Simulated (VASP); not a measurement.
# SnO (P4/nmm) in VASP: notebook

Aim: see how the results for SnO move with the level of theory and the settings. Levels: BLYP, SVWN5, PBE+D3(BJ), PBE+D4, PBE. Tasks: single point.

Everything below comes from runs of VASP 6.6.1. Logs are shortened: lines on timing, memory, paths and dates and some standing lists are left out, and cuts for length are marked.

## (1) The cell of the first run

The structure is tetragonal, space group P4/nmm (No. 129). Conventional cell: a = 3.888 Å, b = 3.888 Å, c = 4.983 Å, α = 90.00°, β = 90.00°, γ = 90.00°. Sn (site symmetry 4mm) has 4 O at 2.27 Å within 3.0 Å. O (site symmetry -4m2) has 4 Sn at 2.27 Å and 4 O at 2.75 Å within 3.0 Å.

## (2) Single point, BLYP

The input, INCAR:

```
SYSTEM = SnO
PREC     = Accurate       ! precision mode
ENCUT    = 520            ! plane-wave cutoff, eV
EDIFF    = 1E-6           ! SCF threshold, eV
ISMEAR   = -1             ! smearing method
SIGMA    = 0.05           ! smearing width, eV
LREAL    = .FALSE.        ! projectors in reciprocal space
LASPH    = .TRUE.         ! aspherical terms in the spheres
NELM     = 60             ! most SCF steps
ALGO     = Normal         ! electronic algorithm
ISIF     = 2              ! what is computed and relaxed
LWAVE    = .FALSE.        ! write WAVECAR
LCHARG   = .FALSE.        ! write CHGCAR
GGA      = B5             ! functional
ALDAX    = 1.0          
AGGAX    = 1.0          
AGGAC    = 1.0          
ALDAC    = 0.0          
NBANDS   = 28             ! bands
```

The input, KPOINTS:

```
regular mesh
0
G
  7 7 6
  0 0 0
```

The input, POSCAR:

```
SnO
1.0
    3.8884925471      0.0000000000      0.0000000000
    0.0000000000      3.8884925471      0.0000000000
    0.0000000000      0.0000000000      4.9827594627
Sn O
2 2
Direct
    0.5000000000      0.0000000000      0.7646261400
    0.0000000000      0.5000000000      0.2353738600
    0.0000000000      0.0000000000      0.0000000000
    0.5000000000      0.5000000000      0.0000000000
```

Potentials or basis: VASP PAW PBE potentials, release 64 (Sn_d, O).

The run is started by

```console
$ cat potpaw_PBE.64/Sn_d/POTCAR potpaw_PBE.64/O/POTCAR > POTCAR
$ mpirun -np 1 vasp_std > vasp.out
```

OUTCAR:

```text
SYSTEM = SnO
   PREC = Accurate
   ENCUT = 520
   EDIFF = 1E-6
   ISMEAR = -1
   LREAL = .FALSE.
   LASPH = .TRUE.
   NELM = 60
   ISIF = 2
   GGA = B5

 ion  position               nearest neighbor table
   1  0.500  0.000  0.765-   3 2.27   4 2.27   4 2.27   3 2.27   2 3.61   2 3.61   2 3.61   2 3.61

   2  0.000  0.500  0.235-   3 2.27   4 2.27   3 2.27   4 2.27   1 3.61   1 3.61   1 3.61   1 3.61

   3  0.000  0.000  0.000-   1 2.27   2 2.27   2 2.27   1 2.27
   4  0.500  0.500  0.000-   1 2.27   2 2.27   1 2.27   2 2.27

  LATTYP: Found a simple tetragonal cell.
 ALAT       =     3.8884925471
 C/A-ratio  =     1.2814116016

  Lattice vectors:

 A1 = (   3.8884925471,   0.0000000000,   0.0000000000)
 A2 = (   0.0000000000,   3.8884925471,   0.0000000000)
 A3 = (   0.0000000000,   0.0000000000,   4.9827594627)

Analysis of symmetry for initial positions (statically):
=====================================================================
 Subroutine PRICEL returns:
 Original cell was already a primitive cell.

 Routine SETGRP: Setting up the symmetry group for a
 simple tetragonal supercell.

 Subroutine GETGRP returns: Found 16 space group operations
 (whereof  8 operations were pure point group operations)
 out of a pool of 16 trial point group operations.

The static configuration has the point symmetry D_2d.
 The point group associated with its full space group is D_4h.

Analysis of symmetry for dynamics (positions and initial velocities):
=====================================================================
 Subroutine PRICEL returns:
 Original cell was already a primitive cell.

 Routine SETGRP: Setting up the symmetry group for a
 simple tetragonal supercell.

 Subroutine GETGRP returns: Found 16 space group operations
 (whereof  8 operations were pure point group operations)
 out of a pool of 16 trial point group operations.

The dynamic configuration has the point symmetry D_2d.
 The point group associated with its full space group is D_4h.

 Subroutine INISYM returns: Found 16 space group operations
 (whereof  8 operations are pure point group operations),
 and found     1 'primitive' translations

----------------------------------------------------------------------------------------

                                     Primitive cell

  volume of cell :      75.3412

  direct lattice vectors                    reciprocal lattice vectors
[... 84 lines left out ...]
   ICHARG =      2    charge: 1-file 2-atom 10-const
   ISPIN  =      1    spin polarized calculation?
   LNONCOLLINEAR =      F non collinear calculations
   LSORBIT =      F    spin-orbit coupling
   LASPH  =      T    aspherical Exc in radial PAW
   ENCUT  =  520.0 eV  38.22 Ry    6.18 a.u.   7.23  7.23  9.26*2*pi/ulx,y,z
   NELM   =     60;   NELMIN=  2; NELMDL= -5     # of ELM steps
   EDIFF  = 0.1E-05   stopping-criterion for ELM
   LREAL  =      F    real-space projection
   EDIFFG = 0.1E-04   stopping-criterion for IOM
   NSW    =      0    number of steps for IOM
   IBRION =     -1    ionic relax: 0-MD 1-quasi-New 2-CG
   NFREE  =      0    steps in history (QN), initial steepest desc. (CG)
   ISIF   =      2    stress and relaxation
   ISYM   =      2    0-nonsym 1-usesym 2-fastsym
   POTIM  = 0.5000    time-step for ionic-motion
   TEBEG  =    0.0;   TEEND  =   0.0 temperature during run
   PSTRESS=    0.0 pullay stress
   NELECT =      40.0000    total number of electrons
   NUPDOWN=      -1.0000    fix difference up-down
   EMIN   =  10.00;   EMAX   =-10.00  energy-range for DOS
   EFERMI =   0.00;   METHOD = LEGACY
   ISMEAR =    -1;   SIGMA  =   0.05  broadening in eV -4-tet -1-fermi 0-gaus
   EFERMI_NEDOS =   21; number of points for ismear=-14 and -15
   IALGO  =     38    algorithm
   IMIX   =      4    mixing-type and parameters
     AMIX     =   0.40;   BMIX     =  1.00
     AMIX_MAG =   1.60;   BMIX_MAG =  1.00
  volume/ion in A,a.u.               =      18.84       127.11
  Fermi-wavevector in a.u.,A,eV,Ry     =   1.325615  2.505049 23.908900  1.757255
  Thomas-Fermi vector in A             =   2.455063
   LORBIT       =      0    0 simple, 1 ext, 2 COOP (PROOUT), +10 PAW based schemes
   GGA     = B5    functional components
   LHFCALC =     F    Hartree Fock is set to
   AEXX    =    0.0000 exact exchange contribution
   IVDW    =     0    specifies the selected vdW correction
   LEPSILON=     F    determine dielectric tensor
   LRPA    =     F    only Hartree local field effects (RPA)
 non-spin polarized calculation
  energy-cutoff  :      520.00
  volume of cell :       75.34
 maximum number of plane-waves:      2040
 NGX is ok and might be reduce to    30
   NGX = 15   NGY = 15   NGZ = 19

 number of electron      39.9999989 magnetization

 Free energy of the ion-electron system (eV)
  ---------------------------------------------------
  ext. energy  EPLUGINS =         0.00000000
  ---------------------------------------------------
  free energy    TOTEN  =       -21.07970031 eV

  energy without entropy =      -21.07968951  energy(sigma->0) =      -21.07969491

 E-fermi :   6.8404     XC(G=0):  -9.3428

 val. band max:        6.4661055365   @ k =   0.0000   0.0000   0.0000
 cond. band min:       7.2277187661   @ k =   0.4286   0.4286   0.0000
 fundamental gap:      0.7616132296
 Fermi energy:         6.8403740660

 k-point     1 :       0.0000    0.0000    0.0000
  band No.  band energies     occupation
      1     -15.1158      2.00000
      2     -14.7923      2.00000
      3     -14.7897      2.00000
      4     -14.7897      2.00000
      5     -14.7610      2.00000
      6     -14.7469      2.00000
[... 733 lines left out ...]
     27      15.6031      0.00000
     28      16.4480      0.00000

 [... further k-points ...]
[... 5 lines left out ...]
  --------------------------------------------------------------------------------------
  -------------------------------------------------------------------------------------
  Total        1.3060733      1.3060733      1.1285371      0.0000000      0.0000000      0.0000000
  in kB       27.7744636     27.7744636     23.9990439      0.0000000      0.0000000      0.0000000
  external PRESSURE =      26.5159904 kB  Pullay stress =       0.0000000 kB

 VOLUME and BASIS-vectors are now :
 -----------------------------------------------------------------------------
  energy-cutoff  :      520.00
  volume of cell :       75.34
      direct lattice vectors                 reciprocal lattice vectors
     3.888492547  0.000000000  0.000000000     0.257169067  0.000000000  0.000000000
     0.000000000  3.888492547  0.000000000     0.000000000  0.257169067  0.000000000
     0.000000000  0.000000000  4.982759463     0.000000000  0.000000000  0.200692008

 POSITION                                       TOTAL-FORCE (eV/Angst)
 -----------------------------------------------------------------------------------
      1.94425      0.00000      3.80995         0.000000     -0.000000      0.131678
      0.00000      1.94425      1.17281         0.000000     -0.000000     -0.131678
      0.00000      0.00000      0.00000         0.000000     -0.000000      0.000000
      1.94425      1.94425      0.00000        -0.000000      0.000000      0.000000
 -----------------------------------------------------------------------------------
    total drift:                                0.000000      0.000000      0.000000

  FREE ENERGIE OF THE ION-ELECTRON SYSTEM (eV)
  ---------------------------------------------------
  free  energy   TOTEN  =       -21.0797003129 eV

  energy  without entropy=      -21.0796895087  energy(sigma->0) =      -21.07969491
```

OSZICAR:

```text
N       E                     dE             d eps       ncg     rms          rms(c)
DAV:   1     0.420838597023E+03    0.42084E+03   -0.19875E+04  2316   0.212E+03
DAV:   2     0.409674760834E+02   -0.37987E+03   -0.36521E+03  2296   0.535E+02
DAV:   3    -0.224839276963E+02   -0.63451E+02   -0.62292E+02  2600   0.183E+02
DAV:   4    -0.256343659983E+02   -0.31504E+01   -0.31341E+01  2500   0.438E+01
DAV:   5    -0.257115268249E+02   -0.77161E-01   -0.77153E-01  2448   0.746E+00    0.129E+01
DAV:   6    -0.211762515594E+02    0.45353E+01   -0.22252E+01  3576   0.497E+01    0.547E+00
DAV:   7    -0.211086051020E+02    0.67646E-01   -0.28063E+00  2676   0.957E+00    0.253E+00
DAV:   8    -0.210871411225E+02    0.21464E-01   -0.33957E-01  2432   0.358E+00    0.844E-01
DAV:   9    -0.210790401847E+02    0.81009E-02   -0.52375E-02  3468   0.208E+00    0.266E-01
DAV:  10    -0.210805200269E+02   -0.14798E-02   -0.11502E-02  3196   0.954E-01    0.204E-01
DAV:  11    -0.210796565901E+02    0.86344E-03   -0.38264E-03  3416   0.522E-01    0.172E-02
DAV:  12    -0.210796975786E+02   -0.40988E-04   -0.40251E-04  2312   0.127E-01    0.189E-02
DAV:  13    -0.210797005951E+02   -0.30165E-05   -0.16569E-05  2548   0.298E-02    0.571E-03
DAV:  14    -0.210797003129E+02    0.28219E-06   -0.12032E-06  1844   0.806E-03
   1 F= -.21079700E+02 E0= -.21079695E+02  d E =-.108043E-04
```

Run time: 40 s. Hardware: 1 thread of Intel Xeon 6975P-C (Granite Rapids), shared host; peak memory 0.21 GiB.

Results:

```
Free energy            : -21.0797 eV
Pressure               : 2.7 GPa
Largest force          : 0.132 eV/Å
Band gap on the k mesh : 0.76 eV, indirect (least direct gap 2.12 eV)
```

Forces in eV/Å, atoms in the order of the input:
```
Sn   0.000  0.000  0.132
Sn   0.000  0.000 -0.132
O    0.000  0.000  0.000
O    0.000  0.000  0.000
```

Stress tensor (GPa, compression positive):
```
2.78 0.00 0.00
0.00 2.78 0.00
0.00 0.00 2.40
```

Levels at points of the mesh, in eV from the valence-band top:
```csv
k point,band 18,band 19,band 20,band 21,band 22,band 23
"(0.00, 0.00, 0.00)",-2.69,-2.69,0.00,2.12,4.43,4.77
"(0.00, 0.00, 0.50)",-2.70,-2.70,-1.81,1.90,3.20,3.20
```

Caveat: the PAW data sets were made with another functional, which shifts forces and pressure a little; spin-orbit coupling is left out, which moves the levels of the heavy elements.

## (3) Single point, SVWN5

The input, INCAR:

```
SYSTEM = SnO
ALGO = Normal
EDIFF = 1E-7
ENCUT = 520
GGA = VW
ISIF = 2
ISMEAR = -1
LASPH = .TRUE.
LCHARG = .FALSE.
LREAL = .FALSE.
LWAVE = .FALSE.
NBANDS = 28
NELM = 60
PREC = Accurate
SIGMA = 0.05
```

The input, KPOINTS:

```
k-points
0
G
  7 7 6
  0 0 0
```

POSCAR is that of step 2.

Potentials or basis: VASP PAW PBE potentials, release 64 (Sn_d, O).

The run is started by

```console
$ cat potpaw_PBE.64/Sn_d/POTCAR potpaw_PBE.64/O/POTCAR > POTCAR
$ mpirun -np 1 vasp_std > vasp.out
```

Wall time 34 s (1 thread of Intel Xeon 6975P-C (Granite Rapids), shared host); peak memory 0.19 GiB.

Results (log left out):

```
Free energy            : -25.5499 eV
Pressure               : -7.7 GPa
Largest force          : 0.886 eV/Å
Band gap on the k mesh : 0.65 eV, indirect (least direct gap 1.97 eV)
```

Forces in eV/Å, atoms in the order of the input:
```
Sn   0.000  0.000  0.886
Sn   0.000  0.000 -0.886
O    0.000  0.000  0.000
O    0.000  0.000  0.000
```

Stress tensor (GPa, compression positive):
```
-8.21  0.00  0.00
 0.00 -8.21  0.00
 0.00  0.00 -6.58
```

Levels at points of the mesh, in eV from the valence-band top:
```tsv
k point	band 16	band 17	band 18	band 19	band 20	band 21	band 22	band 23	band 24	band 25
(0.00, 0.00, 0.00)	-5.60	-2.94	-2.67	-2.67	0.00	1.97	4.24	4.78	4.78	5.53
(0.00, 0.00, 0.50)	-3.31	-3.01	-2.68	-2.68	-1.77	1.64	3.14	3.14	3.70	7.73
```

Caveat: the PAW data sets were made with another functional, which shifts forces and pressure a little; spin-orbit coupling is left out, which moves the levels of the heavy elements. A k mesh can miss the band edges.

## (4) Single point, PBE+D3(BJ)

This run uses another cell than the first one, of 17.54 Å³/atom, 0.931 times its volume.

The input, INCAR:

```
SYSTEM = SnO
PREC = Accurate
ENCUT = 520
EDIFF = 1E-6
ISMEAR = -1
SIGMA = 0.05
LREAL = .FALSE.
LASPH = .TRUE.
NELM = 80
ALGO = Normal
ISIF = 2
LWAVE = .FALSE.
LCHARG = .FALSE.
GGA = PE
IVDW = 12
NBANDS = 28
```

The input, KPOINTS:

```
regular mesh
0
G
  7 7 6
  0 0 0
```

The input, POSCAR:

```
SnO
1.0
    3.8376362747      0.0000000000      0.0000000000
    0.0000000000      3.8376362747      0.0000000000
    0.0000000000      0.0000000000      4.7638317814
Sn O
2 2
Direct
    0.5000000000      0.0000000000      0.7568718637
    0.0000000000      0.5000000000      0.2431281363
    0.0000000000      0.0000000000      0.0000000000
    0.5000000000      0.5000000000      0.0000000000
```

The run is started by

```console
$ cat potpaw_PBE.64/Sn_d/POTCAR potpaw_PBE.64/O/POTCAR > POTCAR
$ mpirun -np 1 vasp_std > vasp.out
```

It took 28 s on 1 thread of Intel Xeon 6975P-C (Granite Rapids), shared host; peak memory 0.21 GiB.

The run converged. Its results:

```yaml
Free_energy: -23.6287 eV
Pressure: 0.2 GPa
Largest_force: 0.079 eV/Å
Band_gap_on_the_k_mesh: 0.25 eV, indirect (least direct gap 1.97 eV)
Dispersion_energy_per_atom: -0.235 eV
```

Forces in eV/Å, atoms in the order of the input:
```
Sn   0.000  0.000 -0.079
Sn   0.000  0.000  0.079
O    0.000  0.000  0.000
O    0.000  0.000  0.000
```

Levels at points of the mesh, in eV from the valence-band top:
```tsv
k point	band 16	band 17	band 18	band 19	band 20	band 21	band 22	band 23	band 24	band 25
(0.00, 0.00, 0.00)	-6.09	-3.33	-3.04	-3.04	0.00	2.16	4.54	4.54	4.68	5.86
(0.00, 0.00, 0.50)	-3.42	-3.06	-3.06	-3.01	-2.07	1.72	2.84	2.84	3.57	8.13
```

Caveat: spin-orbit coupling is left out, which moves the levels of the heavy elements. A k mesh can miss the band edges.

## (5) Single point, PBE+D4

This run uses another cell than the first one, of 17.44 Å³/atom, 0.926 times its volume.

The input, INCAR:

```
SYSTEM = SnO
PREC = Accurate
ENCUT = 520
EDIFF = 1E-6
ISMEAR = -1
SIGMA = 0.05
LREAL = .FALSE.
LASPH = .TRUE.
NELM = 60
ALGO = Normal
ISIF = 2
LWAVE = .FALSE.
LCHARG = .TRUE.
GGA = PE
IVDW = 13
LELF = .TRUE.
LVHAR = .TRUE.
NBANDS = 28
```

KPOINTS is that of step 4.

The input, POSCAR:

```
SnO
1.0
    3.8360116417      0.0000000000      0.0000000000
    0.0000000000      3.8360116417      0.0000000000
    0.0000000000      0.0000000000      4.7416874159
Sn O
2 2
Direct
    0.5000000000      0.0000000000      0.7557601508
    0.0000000000      0.5000000000      0.2442398492
    0.0000000000      0.0000000000      0.0000000000
    0.5000000000      0.5000000000      0.0000000000
```

The run is started by

```console
$ cat potpaw_PBE.64/Sn_d/POTCAR potpaw_PBE.64/O/POTCAR > POTCAR
$ mpirun -np 1 vasp_std > vasp.out
```

It took 30 s on 1 thread of Intel Xeon 6975P-C (Granite Rapids), shared host; peak memory 0.2 GiB.

It converged, with:

```
Free energy                : -23.7822 eV
Pressure                   : 0.2 GPa
Largest force              : 0.076 eV/Å
Band gap on the k mesh     : 0.22 eV, indirect (least direct gap 1.94 eV)
Dispersion energy per atom : -0.274 eV
```

Forces on the atoms (eV/Å):
```
Sn   0.000  0.000 -0.076
Sn   0.000  0.000  0.076
O    0.000  0.000  0.000
O    0.000  0.000  0.000
```

Levels at points of the mesh, in eV from the valence-band top:
| k point | band 17 | band 18 | band 19 | band 20 | band 21 | band 22 | band 23 | band 24 |
| --- | --- | --- | --- | --- | --- | --- | --- | --- |
| (0.00, 0.00, 0.00) | -3.34 | -3.05 | -3.05 | 0.00 | 2.18 | 4.52 | 4.52 | 4.73 |
| (0.00, 0.00, 0.50) | -3.07 | -3.07 | -2.97 | -2.07 | 1.72 | 2.81 | 2.81 | 3.55 |

Caveat: spin-orbit coupling is left out, which moves the levels of the heavy elements. A k mesh can miss the band edges.

## (6) Single point, PBE

This run uses another cell than the first one, of 17.77 Å³/atom, 0.943 times its volume.

The input, INCAR:

```
ALGO = Normal
EDIFF = 1E-6
ENCUT = 520
GGA = PE
ISIF = 2
ISMEAR = 0
LASPH = True
LCHARG = False
LREAL = False
LWAVE = False
NBANDS = 28
NELM = 60
PREC = Accurate
SIGMA = 0.015
```

The input, KPOINTS:

```
k-points
0
Gamma
  7 7 6
```

The input, POSCAR:

```
SnO
1.0
    3.8136952200      0.0000000000      0.0000000000
    0.0000000000      3.8136952200      0.0000000000
    0.0000000000      0.0000000000      4.8869133000
Sn O
2 2
Direct
    0.5000000000      0.0000000000      0.7646261400
    0.0000000000      0.5000000000      0.2353738600
    0.0000000000      0.0000000000      0.0000000000
    0.5000000000      0.5000000000      0.0000000000
```

Potentials or basis: VASP PAW PBE potentials, release 64 (Sn_d, O).

The run is started by

```console
$ cat potpaw_PBE.64/Sn_d/POTCAR potpaw_PBE.64/O/POTCAR > POTCAR
$ mpirun -np 1 vasp_std > vasp.out
```

It took 24 s on 1 thread of Intel Xeon 6975P-C (Granite Rapids), shared host; peak memory 0.21 GiB.

The run converged. Its results:

```yaml
Free_energy: -22.6852 eV
Pressure: 3.8 GPa
Largest_force: 0.455 eV/Å
Band_gap_on_the_k_mesh: 0.38 eV, indirect (least direct gap 2.05 eV)
```

Forces on the atoms (eV/Å):
```
Sn   0.000  0.000 -0.455
Sn   0.000  0.000  0.455
O    0.000  0.000  0.000
O    0.000  0.000  0.000
```

Stress tensor (GPa, compression positive):
```
4.14 0.00 0.00
0.00 4.14 0.00
0.00 0.00 3.22
```

Levels at points of the mesh, in eV from the valence-band top:
```tsv
k point	band 18	band 19	band 20	band 21	band 22	band 23
(0.00, 0.00, 0.00)	-3.18	-3.18	0.00	2.05	4.27	4.74
(0.00, 0.00, 0.50)	-3.19	-3.19	-2.21	1.68	3.03	3.03
```

Caveat: spin-orbit coupling is left out, which moves the levels of the heavy elements.

## (7) Overview

| level | cell | smearing | gap on the mesh (eV) | pressure (GPa) | largest force (eV/Å) |
| --- | --- | --- | --- | --- | --- |
| BLYP | a = 3.888, b = 3.888, c = 4.983 Å, 4 atoms | fermi-dirac 0.05 eV | 0.76 | 2.7 | 0.13 |
| SVWN5 | a = 3.888, b = 3.888, c = 4.983 Å, 4 atoms | fermi-dirac 0.05 eV | 0.65 | -7.7 | 0.89 |
| PBE+D3(BJ) | a = 3.838, b = 3.838, c = 4.764 Å, 4 atoms | fermi-dirac 0.05 eV | 0.25 | 0.2 | 0.08 |
| PBE+D4 | a = 3.836, b = 3.836, c = 4.742 Å, 4 atoms | fermi-dirac 0.05 eV | 0.22 | 0.2 | 0.08 |
| PBE | a = 3.814, b = 3.814, c = 4.887 Å, 4 atoms | gaussian 0.015 eV | 0.38 | 3.8 | 0.46 |

Alike in all rows: task single point; potentials or basis VASP PAW PBE potentials, release 64 (Sn_d, O); no spin polarisation; k mesh 7 × 7 × 6; cutoff (eV) 520.

Caveats: spin-orbit coupling is left out, which moves the levels of the heavy elements; the PAW data sets were made with another functional, which shifts forces and pressure a little (some runs).

Total energies depend on the potentials used, so only differences within one code and one set of settings carry meaning.
